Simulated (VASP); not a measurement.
Wanted: the native input for a VASP 6.6.1 run.

| Item | Value |
| --- | --- |
| Task | single point |
| Functional | PBE |
| Dispersion | D3(BJ) |
| Potentials or basis | VASP PAW PBE potentials, release 64 (Mg, O) |
| Cutoff | 520 eV |
| k mesh | 1 × 1 × 1 |
| Occupations | gaussian, width 0.05 eV |
| Spin | no spin polarisation |
| Dipole correction | no |
| Further INCAR settings | LREAL = Auto; ALGO = Normal; EDIFF = 1e-06; NBANDS = 162 |

The structure of Mg32O31 (a cell with a defect) lies in POSCAR:

```
Mg32O31
1.0
    8.8332000000      0.0000000000      0.0000000000
    0.0000000000      8.8332000000      0.0000000000
    0.0000000000      0.0000000000      8.8332000000
Mg O
32 31
Direct
    0.5003943078      0.0001673233     -0.0044370104
    0.7487062446      0.2487442829     -0.0045966354
    0.7531668025     -0.0043294616      0.2497988272
    0.0013929267      0.0010466196     -0.0000753974
    0.2591769687      0.2587586605      0.0037481320
    0.4952354753      0.4948355070     -0.0063956437
    0.7483263144      0.7480226871     -0.0006574061
    0.2496832405     -0.0133019744      0.2490777974
    0.5155046869      0.2347104107      0.2562860571
    0.7596009374      0.5022670154      0.2495021057
    0.5002868723     -0.0026016619      0.5047221845
    0.7513209256      0.2488799076      0.5047144863
    0.7514216818     -0.0024001494      0.7502564190
    0.0006002355      0.4999067156     -0.0042044786
    0.2492453471      0.7482391432     -0.0046250509
   -0.0128859304      0.2491377983      0.2490613821
    0.2350713218      0.5151067563      0.2564662863
    0.5026205679      0.7591719875      0.2495405968
    0.0009835620      0.0004951773      0.5004900829
    0.2542504415      0.2539047004      0.5035954128
    0.4995762578      0.4991561382      0.5110846579
    0.7489665127      0.7485094869      0.5012038672
    0.2493931984      0.0013577186      0.7521462211
    0.5021564099      0.2459177874      0.7490167776
    0.7502473622      0.4994030476      0.7517487434
   -0.0038562469      0.7528913644      0.2496277680
   -0.0023304125      0.4999471313      0.5047408640
    0.2491962143      0.7509484671      0.5049180365
    0.0016869311      0.2488602092      0.7520284834
    0.2460504687      0.5016445909      0.7490292306
    0.4998283748      0.7496652402      0.7515918353
   -0.0020213513      0.7510706199      0.7504496672
    0.7501702667      0.2474281121      0.2511986596
   -0.0015324005      0.5001449078      0.2508620885
    0.0034097496      0.2501243038      0.4949955848
    0.3095335779      0.3091786668      0.2347975819
    0.7511293755      0.7506799348      0.2501496626
    0.0024792827      0.0020845220      0.2499481502
    0.5038179822      0.2473470543      0.5056836707
    0.7492839515      0.4988110764      0.4993922927
   -0.0010009962      0.7504415161      0.5001378889
    0.7546121451      0.2483126160      0.7485845447
   -0.0035321288      0.4993481411      0.7489787393
    0.0017839515      0.2506075941      0.0046673912
    0.2478820812      0.7497247883      0.2509776751
    0.5006551420     -0.0019700675      0.2511380927
    0.2476887198      0.5033851832      0.5057063125
    0.4992246298      0.7486230358      0.4993866323
    0.7509209573     -0.0015397591      0.5002233619
    0.2494590862      0.2490271929      0.7494361047
    0.5006886519      0.5001570212      0.7499509804
    0.7492437622      0.7488056423      0.7505292533
    0.0009125798      0.0004394783      0.7504818186
    0.5075813975      0.2451007562     -0.0130709143
    0.7496181452      0.4983714849      0.0013316805
   -0.0011855273      0.7505225739      0.0002534755
    0.2505541593      0.0028698546      0.4949445275
    0.2487798306      0.7541861387      0.7486559797
    0.4997318073     -0.0039657202      0.7488722094
    0.2455863107      0.5070906353     -0.0131606892
    0.4988803605      0.7492564416      0.0013218313
    0.7508732962     -0.0015902504      0.0002520038
    0.2511361681      0.0014918716      0.0046987502
```

These files were run (other wordings do the same):

INCAR

```
SYSTEM = Mg32O31
ALGO = Normal
EDIFF = 1E-6
ENCUT = 520
GGA = PE
ISIF = 2
ISMEAR = 0
IVDW = 12
LASPH = .TRUE.
LCHARG = .FALSE.
LREAL = Auto
LWAVE = .FALSE.
NBANDS = 162
NELM = 80
PREC = Accurate
SIGMA = 0.05
```

KPOINTS

```
k-points
0
G
  1 1 1
  0 0 0
```

Potentials or basis: VASP PAW PBE potentials, release 64 (Mg, O).

The run is started by

```sh
$ cat potpaw_PBE.64/Mg/POTCAR potpaw_PBE.64/O/POTCAR > POTCAR
$ mpirun -np 1 vasp_gam > vasp.out
```

Results of the run:

* Pressure: -15.1 GPa
* Largest force: 2.104 eV/Å
* Band gap on the k mesh: 1.89 eV
* Dispersion energy per atom: -0.254 eV

Caveat: the k points lie up to 0.71 Å⁻¹ apart.

Run time: 7.2 min on 1 thread of Intel Xeon 8259CL, with other jobs on the host, peak memory 0.73 GiB.
